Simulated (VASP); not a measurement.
# CsLiCr2Te2S3 (Cm) in VASP: single point with PBE

Aim: the single point of CsLiCr2Te2S3 with PBE.

All numbers are computed with VASP 6.6.1; they aren't measurements. Logs are shortened: lines on timing, memory, paths and dates and some standing lists are left out, and cuts for length are marked.

## (1) The cell of the first run

The structure is monoclinic, space group Cm (No. 8). The conventional cell has a = 6.843 Å, b = 10.361 Å, c = 7.978 Å, α = 90.00°, β = 111.22°, γ = 90.00°. Cs (site symmetry m) has 6 S at 3.58 to 4.55 Å and 2 Li at 4.01 to 4.44 Å and 6 Te at 4.15 to 4.36 Å and 6 Cr at 4.63 to 4.67 Å within 4.7 Å. Within 3.3 Å of Li (site symmetry m) lie 3 S at 2.42 to 2.56 Å and 2 Te at 3.02 Å and 4 Cr at 3.10 to 3.27 Å. Cr (site symmetry 1) has 3 S at 2.20 to 2.25 Å and 1 Te at 2.51 Å within 2.9 Å. Te (site symmetry 1) has 1 Cr at 2.51 Å and 1 Li at 3.02 Å and 1 Te at 3.20 Å within 3.3 Å. Within 3.0 Å of S (site symmetry 1) lie 2 Cr at 2.24 to 2.25 Å and 1 Li at 2.56 Å. S (site symmetry m) has 2 Cr at 2.20 Å and 1 Li at 2.42 Å within 2.9 Å.

The cell was generated, and may not be a known phase.

## (2) Single point, PBE, collinear spin

INCAR

```
PREC = Accurate
ENCUT = 520
EDIFF = 1E-6
ISMEAR = 0
SIGMA = 0.1
LREAL = False
LASPH = True
NELM = 150
ALGO = Normal
ISIF = 2
LWAVE = False
LCHARG = False
ISPIN = 2
MAGMOM = 0 0 2.22 2.22 -0.15 -0.15 0 0 0
LORBIT = 11
LMAXMIX = 4
GGA = PE
NBANDS = 47
KPAR = 4
```

KPOINTS

```
regular mesh
0
Gamma
  6 6 4
```

POSCAR

```
CsLiCr2Te2S3
1.0
    3.4216159896     -5.1806911587      0.0078355736
    3.4216159896      5.1806911587      0.0078355736
   -2.9041074174      0.0000000000      7.4309334560
Cs Li Cr Te S
1 1 2 2 3
Direct
    0.0937411767      0.0937411767      0.0085267218
    0.5887527238      0.5887527238      0.5533591338
    0.0564612388      0.4675461887      0.5578963812
    0.4675461887      0.0564612388      0.5578963812
    0.5648556039      0.8735666794      0.2903509762
    0.8735666794      0.5648556039      0.2903509762
    0.8115144020      0.3969706275      0.7334672867
    0.3969706275      0.8115144020      0.7334672867
    0.2140370892      0.2140370892      0.4837113663
```

Potentials or basis: VASP PAW PBE potentials, release 64 (Cs_sv, Li_sv, Cr_pv, Te, S).

Started as:

```bash
cat potpaw_PBE.64/Cs_sv/POTCAR potpaw_PBE.64/Li_sv/POTCAR potpaw_PBE.64/Cr_pv/POTCAR potpaw_PBE.64/Te/POTCAR potpaw_PBE.64/S/POTCAR > POTCAR
mpirun -np 4 vasp_std > vasp.out
```

OUTCAR:

```text
PREC = Accurate
   ENCUT = 520
   EDIFF = 1E-6
   ISMEAR = 0
   LREAL = False
   LASPH = True
   NELM = 150
   ISIF = 2
   ISPIN = 2
   LORBIT = 11
   GGA = PE

 ion  position               nearest neighbor table
   1  0.094  0.094  0.009-
   2  0.589  0.589  0.553-   9 2.42   8 2.56   7 2.56   6 3.02   5 3.02
   3  0.056  0.468  0.558-   9 2.20   7 2.24   8 2.25   6 2.51
   4  0.468  0.056  0.558-   9 2.20   8 2.24   7 2.25   5 2.51
   5  0.565  0.874  0.290-   4 2.51   2 3.02   6 3.20
   6  0.874  0.565  0.290-   3 2.51   2 3.02   5 3.20
   7  0.812  0.397  0.733-   3 2.24   4 2.25   2 2.56
   8  0.397  0.812  0.733-   4 2.24   3 2.25   2 2.56
   9  0.214  0.214  0.484-   3 2.20   4 2.20   2 2.42

  LATTYP: Found a base centered monoclinic cell.
 ALAT       =     6.8432499228
 B/A-ratio  =     1.5141025732
 C/A-ratio  =     1.1658581511
 COS(beta)  =    -0.3618687935

  Lattice vectors:

 A1 = (   3.4216159896,  -5.1806911587,   0.0078355736)
 A2 = (   3.4216159896,   5.1806911587,   0.0078355736)
 A3 = (  -2.9041074174,   0.0000000000,   7.4309334560)

Analysis of symmetry for initial positions (statically):
=====================================================================
 Subroutine PRICEL returns:
 Original cell was already a primitive cell.

 Routine SETGRP: Setting up the symmetry group for a
 base centered monoclinic supercell.

 Subroutine GETGRP returns: Found  2 space group operations
 (whereof  2 operations were pure point group operations)
 out of a pool of  4 trial point group operations.

The static configuration has the point symmetry C_1h.

Analysis of symmetry for dynamics (positions and initial velocities):
=====================================================================
 Subroutine PRICEL returns:
 Original cell was already a primitive cell.

 Routine SETGRP: Setting up the symmetry group for a
 base centered monoclinic supercell.

 Subroutine GETGRP returns: Found  2 space group operations
 (whereof  2 operations were pure point group operations)
 out of a pool of  4 trial point group operations.

The dynamic configuration has the point symmetry C_1h.

Analysis of structural, dynamic, and magnetic symmetry:
=====================================================================
 Subroutine PRICEL returns:
 Original cell was already a primitive cell.

 Routine SETGRP: Setting up the symmetry group for a
 base centered monoclinic supercell.

 Subroutine GETGRP returns: Found  2 space group operations
 (whereof  2 operations were pure point group operations)
 out of a pool of  4 trial point group operations.

The overall configuration has the point symmetry C_1h.

 Subroutine INISYM returns: Found  2 space group operations
 (whereof  2 operations are pure point group operations),
 and found     1 'primitive' translations

----------------------------------------------------------------------------------------

                                     Primitive cell

  volume of cell :     263.6822

  direct lattice vectors                    reciprocal lattice vectors
     3.421615990 -5.180691159  0.007835574     0.145999117 -0.096512219  0.057058393
     3.421615990  5.180691159  0.007835574     0.145999117  0.096512219  0.057058393
    -2.904107417  0.000000000  7.430933456    -0.000307899  0.000000000  0.134452264

  length of vectors
     6.208629338  6.208629338  7.978258702     0.184081533  0.184081533  0.134452617

  position of ions in fractional coordinates (direct lattice)
     0.093741177  0.093741177  0.008526722
     0.588752724  0.588752724  0.553359134
     0.056461239  0.467546189  0.557896381
     0.467546189  0.056461239  0.557896381
     0.564855604  0.873566679  0.290350976
     0.873566679  0.564855604  0.290350976
     0.811514402  0.396970627  0.733467287
     0.396970627  0.811514402  0.733467287
     0.214037089  0.214037089  0.483711366

  ion indices of the primitive-cell ions
   primitive index   ion index
[... 65 lines left out ...]
   total plane-waves  NPLWV = 138240
   dimension x,y,z NGX =    48 NGY =   48 NGZ =   60
   dimension x,y,z NGXF=    96 NGYF=   96 NGZF=  120
   ions per type =               1   1   2   2   3
   NGX,Y,Z   is equivalent  to a cutoff of  12.85, 12.85, 12.50 a.u.
   NGXF,Y,Z  is equivalent  to a cutoff of  25.71, 25.71, 25.00 a.u.
 SYSTEM =  unknown system
   PREC   = accura    normal or accurate (medium, high low for compatibility)
   ISTART =      0    job   : 0-new  1-cont  2-samecut
   ICHARG =      2    charge: 1-file 2-atom 10-const
   ISPIN  =      2    spin polarized calculation?
   LNONCOLLINEAR =      F non collinear calculations
   LSORBIT =      F    spin-orbit coupling
   LASPH  =      T    aspherical Exc in radial PAW
   ENCUT  =  520.0 eV  38.22 Ry    6.18 a.u.  11.54 11.54 14.83*2*pi/ulx,y,z
   NELM   =    150;   NELMIN=  2; NELMDL= -5     # of ELM steps
   EDIFF  = 0.1E-05   stopping-criterion for ELM
   LREAL  =      F    real-space projection
   EDIFFG = 0.1E-04   stopping-criterion for IOM
   NSW    =      0    number of steps for IOM
   IBRION =     -1    ionic relax: 0-MD 1-quasi-New 2-CG
   NFREE  =      0    steps in history (QN), initial steepest desc. (CG)
   ISIF   =      2    stress and relaxation
   ISYM   =      2    0-nonsym 1-usesym 2-fastsym
   POTIM  = 0.5000    time-step for ionic-motion
   TEBEG  =    0.0;   TEEND  =   0.0 temperature during run
   PSTRESS=    0.0 pullay stress
   NELECT =      66.0000    total number of electrons
   NUPDOWN=      -1.0000    fix difference up-down
   EMIN   =  10.00;   EMAX   =-10.00  energy-range for DOS
   EFERMI =   0.00;   METHOD = LEGACY
   ISMEAR =     0;   SIGMA  =   0.10  broadening in eV -4-tet -1-fermi 0-gaus
   EFERMI_NEDOS =   21; number of points for ismear=-14 and -15
   IALGO  =     38    algorithm
   IMIX   =      4    mixing-type and parameters
     AMIX     =   0.40;   BMIX     =  1.00
     AMIX_MAG =   1.60;   BMIX_MAG =  1.00
  volume/ion in A,a.u.               =      29.30       197.71
  Fermi-wavevector in a.u.,A,eV,Ry     =   1.031722  1.949671 14.482714  1.064449
  Thomas-Fermi vector in A             =   2.165884
   LORBIT       =     11    0 simple, 1 ext, 2 COOP (PROOUT), +10 PAW based schemes
   GGA     = PE    functional components
   LHFCALC =     F    Hartree Fock is set to
   AEXX    =    0.0000 exact exchange contribution
   IVDW    =     0    specifies the selected vdW correction
   LEPSILON=     F    determine dielectric tensor
   LRPA    =     F    only Hartree local field effects (RPA)
 spin polarized calculation
 Gauss-broadening in eV      SIGMA  =   0.10
  energy-cutoff  :      520.00
  volume of cell :      263.68
 maximum number of plane-waves:      7130
 NGX is ok and might be reduce to    48
   NGX = 23   NGY = 23   NGZ = 29

 number of electron      66.0000014 magnetization       4.0012514

 Free energy of the ion-electron system (eV)
  ---------------------------------------------------
  ext. energy  EPLUGINS =         0.00000000
  ---------------------------------------------------
  free energy    TOTEN  =       -45.78251412 eV

  energy without entropy =      -45.76686237  energy(sigma->0) =      -45.77468825

 E-fermi :   3.1531     XC(G=0):  -8.3099

 val. band max:        3.1422424581   @ k =  -0.3333   0.3333   0.5000
 cond. band min:       3.1633814780   @ k =   0.5000   0.5000   0.2500
 fundamental gap:      0.0211390198
 Fermi energy:         3.1531305765

 spin component 1

 k-point     1 :       0.0000    0.0000    0.0000
  band No.  band energies     occupation
      1     -42.8760      1.00000
      2     -41.1983      1.00000
      3     -41.1940      1.00000
      4     -41.1734      1.00000
      5     -41.1647      1.00000
      6     -41.0723      1.00000
[... 1141 lines left out ...]
     44       7.7948      0.00000
     45       8.0664      0.00000

 [... further k-points ...]

 spin component 2

 k-point     1 :       0.0000    0.0000    0.0000
  band No.  band energies     occupation
      1     -42.8738      1.00000
      2     -38.8849      1.00000
      3     -38.8843      1.00000
      4     -38.8496      1.00000
      5     -38.8481      1.00000
      6     -38.7992      1.00000
[... 1141 lines left out ...]
     44       7.9185      0.00000
     45       8.1345      0.00000

 [... further k-points ...]

 [bands above 45 left out]

------------------------ aborting loop because EDIFF is reached ----------------------------------------

  FORCE on cell =-STRESS in cart. coord.  units (eV):
  Direction    XX          YY          ZZ          XY          YZ          ZX
  --------------------------------------------------------------------------------------
  -------------------------------------------------------------------------------------
  Total       -0.0314284     -0.0888768     -0.0346870      0.0000000      0.0000000      0.0099422
  in kB       -0.1909643     -0.5400302     -0.2107639      0.0000000      0.0000000      0.0604103
  external PRESSURE =      -0.3139194 kB  Pullay stress =       0.0000000 kB

 VOLUME and BASIS-vectors are now :
 -----------------------------------------------------------------------------
  energy-cutoff  :      520.00
  volume of cell :      263.68
      direct lattice vectors                 reciprocal lattice vectors
     3.421615990 -5.180691159  0.007835574     0.145999117 -0.096512219  0.057058393
     3.421615990  5.180691159  0.007835574     0.145999117  0.096512219  0.057058393
    -2.904107417  0.000000000  7.430933456    -0.000307899  0.000000000  0.134452264

 POSITION                                       TOTAL-FORCE (eV/Angst)
 -----------------------------------------------------------------------------------
      0.61673      0.00000      0.06483         0.003591      0.000000     -0.000907
      2.42196      0.00000      4.12120        -0.002196      0.000000      0.002908
      0.17276      2.12970      4.14980         0.003768      0.005584     -0.002396
      0.17276     -2.12970      4.14980         0.003768     -0.005584     -0.002396
      4.07852      1.59934      2.16885        -0.000028     -0.007618      0.002702
      4.07852     -1.59934      2.16885        -0.000028      0.007618      0.002702
      2.00490     -2.14762      5.45982        -0.003188      0.006261     -0.000628
      2.00490      2.14762      5.45982        -0.003188     -0.006261     -0.000628
      0.05996      0.00000      3.59778        -0.002496      0.000000     -0.001359
 -----------------------------------------------------------------------------------
    total drift:                                0.000177     -0.000000     -0.000113

  FREE ENERGIE OF THE ION-ELECTRON SYSTEM (eV)
  ---------------------------------------------------
  free  energy   TOTEN  =       -45.7825141204 eV

  energy  without entropy=      -45.7668623720  energy(sigma->0) =      -45.77468825

 total charge

# of ion       s       p       d       tot
------------------------------------------
    1        1.831   4.704   0.024   6.559
    2        2.014   0.048   0.000   2.062
    3        0.333   6.280   4.178  10.791
    4        0.333   6.280   4.178  10.791
    5        1.391   1.959   0.027   3.376
    6        1.391   1.959   0.027   3.376
    7        1.340   2.390   0.000   3.731
    8        1.340   2.390   0.000   3.731
    9        1.342   2.413   0.000   3.755
--------------------------------------------------
tot         11.317  28.422   8.433  48.172

 magnetization (x)

# of ion       s       p       d       tot
------------------------------------------
    1       -0.000  -0.002   0.000  -0.001
    2        0.001  -0.000   0.000   0.001
    3        0.028   0.020   2.223   2.271
    4        0.028   0.020   2.223   2.271
    5       -0.007  -0.185   0.003  -0.189
    6       -0.007  -0.185   0.003  -0.189
    7       -0.003  -0.080   0.000  -0.083
    8       -0.003  -0.080   0.000  -0.083
    9        0.002  -0.083   0.000  -0.082
--------------------------------------------------
tot          0.037  -0.574   4.452   3.916
```

Run time: 4.3 min. Hardware: 4 MPI ranks of AMD EPYC 9R45 (Zen 5), shared host; peak memory 1.1 GiB.

What came out:

- Free energy: -45.7825 eV
- Largest force: 0.008 eV/Å
- Band gap on the k mesh: zero (filled and empty bands overlap)
- Net moment: 4.00 μB per cell
- Site moments: Cs -0.00; Li +0.00; Cr +2.27; Te -0.19; S -0.08 μB
- Valence electrons inside the program's atomic spheres: Cs 6.56; Li 2.06; Cr 10.79; Te 3.38; S 3.73, 3.75 (each value once)

Forces on the atoms (eV/Å):
```
Cs   0.004  0.000 -0.001
Li  -0.002  0.000  0.003
Cr   0.004  0.006 -0.002
Cr   0.004 -0.006 -0.002
Te   0.000 -0.008  0.003
Te   0.000  0.008  0.003
S   -0.003  0.006 -0.001
S   -0.003 -0.006 -0.001
S   -0.002  0.000 -0.001
```

Levels at points of the mesh, in eV from the Fermi level:
Spin up:
```
           k point  band 32  band 33  band 34  band 35  band 36  band 37  band 38  band 39
(0.00, 0.00, 0.00)    -1.09    -0.78    -0.39    -0.37    -0.22     0.23     0.76     1.08
(0.50, 0.00, 0.00)    -1.01    -0.81    -0.26    -0.03     0.28     0.49     0.81     0.91
(0.50, 0.50, 0.00)    -0.71    -0.62    -0.46    -0.04     0.49     0.59     0.88     0.99
(0.00, 0.00, 0.50)    -1.08    -0.78    -0.39    -0.35    -0.14     0.14     0.66     0.68
(0.50, 0.00, 0.50)    -0.99    -0.95    -0.28    -0.14     0.20     0.54     0.87     0.95
(0.50, 0.50, 0.50)    -0.65    -0.49    -0.45     0.05     0.23     0.60     0.71     0.72
```
Spin down:
```csv
k point,band 29,band 30,band 31,band 32,band 33,band 34
"(0.00, 0.00, 0.00)",-1.71,-0.70,-0.58,0.68,0.87,1.06
"(0.50, 0.00, 0.00)",-1.43,-1.05,-0.20,0.68,0.81,1.10
"(0.50, 0.50, 0.00)",-1.40,-0.75,-0.20,0.85,0.96,1.18
"(0.00, 0.00, 0.50)",-1.69,-0.67,-0.62,0.71,0.83,1.12
"(0.50, 0.00, 0.50)",-1.46,-1.05,-0.33,0.69,0.79,1.14
"(0.50, 0.50, 0.50)",-1.32,-0.73,-0.14,0.91,0.95,1.15
```

Caveat: the cutoff is under 1.25 times the usual one of these potentials, so pressure, stress and relaxed cells hold a basis-set (Pulay) error; spin-orbit coupling is left out, which moves the levels of the heavy elements. With open d or f shells a metallic result of PBE can be an artefact of self-interaction; +U or a hybrid may open a gap.

The gap in the log of VASP goes by the Fermi energy; the results here count the filled bands.